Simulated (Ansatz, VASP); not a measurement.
BeSO in VASP and in Ansatz

File INCAR:

```
ALGO     = Normal         # electronic algorithm
EDIFF    = 1E-6           # SCF threshold, eV
ENCUT    = 600            # plane-wave cutoff, eV
GGA      = PE             # functional
GGA_COMPAT= False        
ISIF     = 2              # what is computed and relaxed
ISMEAR   = 0              # smearing method
ISPIN    = 2              # spin polarisation
LASPH    = True           # aspherical terms in the spheres
LCHARG   = False          # write CHGCAR
LORBIT   = 11             # projections on sites
LREAL    = False          # projectors in reciprocal space
LWAVE    = False          # write WAVECAR
MAGMOM   = 0 0 1          # initial moments
NBANDS   = 18             # bands
NELM     = 200            # most SCF steps
PREC     = Accurate       # precision mode
SIGMA    = 0.1            # smearing width, eV
```

The input KPOINTS:

```
k-points
0
Gamma
  6 6 4
```

The input POSCAR:

```
BeSO
1.0
    3.3350024030      0.0000000000      0.0000000000
    0.0000000000      3.3350024030      0.0000000000
    0.0000000000      0.0000000000      3.7774180960
Be S O
1 1 1
Direct
    0.0000000000      0.0000000000      0.5000000000
    0.0000000000      0.0000000000      0.0000000000
    0.5000000000      0.5000000000      0.0000000000
```

Input for Ansatz:

```yaml
crystal:
  lattice:
    - [3.335002403, 0.0, 0.0]
    - [0.0, 3.335002403, 0.0]
    - [0.0, 0.0, 3.777418096]
  atoms:
    - { symbol: Be, position: [0.0, 0.0, 0.5] }
    - { symbol: S, position: [0.0, 0.0, 0.0] }
    - { symbol: O, position: [0.5, 0.5, 0.0], spin: 1.0 }
basis:
  ecutwfc: 420
kpoints:
  mp_grid: { grid: [6, 6, 4] }
hamiltonian:
  xc: pbe
scf:
  occupations: { method: gaussian, width: 0.1 }
  lower_state_search: "off"
output:
  forces: true
  stress: true
  eigenvalues: true
  populations: true
magnetization:
  spin_polarized: true
```

Alike in both runs: task single point; functional PBE; k mesh 6 × 6 × 4; occupations gaussian, width 0.1 eV; collinear spin.

```csv
,VASP,Ansatz
version,VASP 6.6.1,Ansatz 0.2.0
potentials or method,"VASP PAW PBE potentials, release 64 (Be, S, O), cutoff 600 eV","scalar-relativistic, plane waves, PAW"
valence electrons in the cell,14,14
```

|  | VASP | Ansatz | Ansatz less VASP |
| --- | --- | --- | --- |
| gap on the k mesh at the Fermi level (eV) | none | none | - |
| pressure (GPa) | -0.3 | -0.2 | +0.15 |
| traceless stress, the component that is largest in VASP (GPa) | -0.29 | -0.11 | +0.182 |
| net moment per atom (μB) | 0.00 | 0.00 | 0.000 |

A gap of «none» marks a metal or a gap that the smearing closes. The functional is the same, so the differences come from potentials, cutoffs and numerics. Ansatz's warnings: seeded moment not kept.

The k mesh is coarse, so the values compare programs but aren't converged.
